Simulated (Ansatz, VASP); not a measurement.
# Ta: VASP beside Ansatz

The input INCAR:

```
PREC = Accurate ; ENCUT = 600
EDIFF = 1E-7 ; ISMEAR = -1
SIGMA = 0.03 ; LREAL = False
LASPH = True ; NELM = 100
ALGO = Normal ; ISIF = 3
LWAVE = False ; LCHARG = False
GGA = PE ; IBRION = 2
NSW = 100 ; EDIFFG = -0.005
```

File KPOINTS:

```
regular mesh
0
Gamma
  13 13 7
```

POSCAR

```
Ta
1.0
    2.8389951296      0.0000000000      0.0000000000
   -1.4194975648      2.4586419035      0.0000000000
    0.0000000000      0.0000000000      4.5991721100
Ta
2
Direct
    0.3333333333      0.6666666667      0.2500000000
    0.6666666667      0.3333333333      0.7500000000
```

Input for Ansatz:

```yaml
crystal:
  lattice:
    - [2.8389951296, 0.0, 0.0]
    - [-1.4194975648, 2.4586419035, 0.0]
    - [0.0, 0.0, 4.59917211]
  atoms:
    - { symbol: Ta, position: [0.3333333333, 0.6666666667, 0.25] }
    - { symbol: Ta, position: [0.6666666667, 0.3333333333, 0.75] }
kpoints:
  mp_grid: { grid: [13, 13, 7] }
scf:
  occupations: { method: fermi_dirac, width: 0.03 }
hamiltonian:
  xc: pbe
  pseudopotentials: { kind: paw }
output:
  forces: true
  stress: true
relax:
  f_tol: 0.005
  max_steps: 80
  cell: {}
```

Alike in both runs: task relaxation of cell and atoms; functional PBE; k mesh 13 × 13 × 7; occupations fermi-dirac, width 0.03 eV; no spin polarisation.

```csv
,VASP,Ansatz
version,VASP 6.6.1,Ansatz 0.2.0
potentials or method,"VASP PAW PBE potentials, release 64 (Ta_pv)","PAW with Ansatz's default frozen-core files, scalar-relativistic"
plane-wave cutoff (eV),600,420
valence electrons in the cell,22,26
```

```tsv
	VASP	Ansatz	Ansatz less VASP
relaxed volume (Å³/atom)	18.74	18.74	-0.006
relaxed cell length with the largest relative difference (Å)	2.904	2.904	-0.0003
```

VASP's potentials hold 22 valence electrons a cell and Ansatz's 26, so a difference there can come from the potentials and not from the codes.

Spin-orbit coupling is off throughout. Noted on VASP's run: the volume moved by over 15 % at a fixed basis, so the end points are rough.
